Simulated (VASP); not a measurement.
Set up this calculation in VASP 6.6.1, as the native input.

* Task: single point
* Functional: PBEsol
* Potentials or basis: VASP PAW PBE potentials, release 64 (Cu)
* Cutoff: 520 eV
* k mesh: 13 × 12 × 13
* Occupations: fermi-dirac, width 0.05 eV
* Spin: no spin polarisation
* Dipole correction: no
* Further INCAR settings: ALGO = Fast; EDIFF = 1e-06; NBANDS = 12

The structure of Cu lies in POSCAR:

```
Cu
1.0
    0.0024390894      1.7739623056      1.7797691686
    1.7899064937     -0.0078122637      1.7898665114
    1.7797483997      1.7739954707      0.0024182262
Cu
1
Direct
    0.0000000000      0.0000000000      0.0000000000
```

These files were run (other wordings do the same):

INCAR

```
ALGO = Fast ; EDIFF = 1E-6
ENCUT = 520 ; GGA = PS
ISIF = 2 ; ISMEAR = -1
LASPH = T ; LCHARG = T
LELF = T ; LREAL = F
LVHAR = T ; LWAVE = F
NBANDS = 12 ; NELM = 60
PREC = Accurate ; SIGMA = 0.05
```

KPOINTS

```
k-points
0
Gamma
  13 12 13
```

Potentials or basis: VASP PAW PBE potentials, release 64 (Cu).

The run is started by

```bash
$ cat potpaw_PBE.64/Cu/POTCAR > POTCAR
$ mpirun -np 1 vasp_std > vasp.out
```

It gave:

```json
{"Pressure": "0.6 GPa"}
```

Caveat: the PAW data sets were made with another functional, which shifts forces and pressure a little.

It took 60 s on 1 thread of Intel(R) Xeon(R) Platinum 8559C (Emerald Rapids), with other jobs on the host, peak memory 0.18 GiB.
